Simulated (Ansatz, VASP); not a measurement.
## Ti in VASP and in Ansatz

```
Ti
1.0
    -1.58259    1.58259    1.58259
     1.58259   -1.58259    1.58259
     1.58259    1.58259   -1.58259
Ti
1
Direct
  0.00000 0.00000 0.00000
```

Alike in both runs: functional LDA; k mesh 18 × 18 × 18; occupations gaussian, width 0.1 eV; no spin polarisation.

Ansatz relaxed the structure, and its values are those at the end. VASP's run is a single point on that final structure, the one shown.

|  | VASP | Ansatz |
| --- | --- | --- |
| version | VASP 6.6.1 | Ansatz 0.2.0 |
| potentials or method | VASP PAW LDA potentials, release 64 (Ti_sv), cutoff 520 eV | scalar-relativistic, plane waves, PAW |
| valence electrons in the cell | 12 | 12 |

|  | VASP | Ansatz | Ansatz less VASP |
| --- | --- | --- | --- |
| gap on the k mesh at the Fermi level (eV) | none | none | - |
| pressure (GPa) | -0.2 | 0.0 | +0.16 |

LDA's correlation is that of Perdew and Zunger in VASP and of Perdew and Wang (1992) in Ansatz. A gap of «none» marks a metal or a gap that the smearing closes.
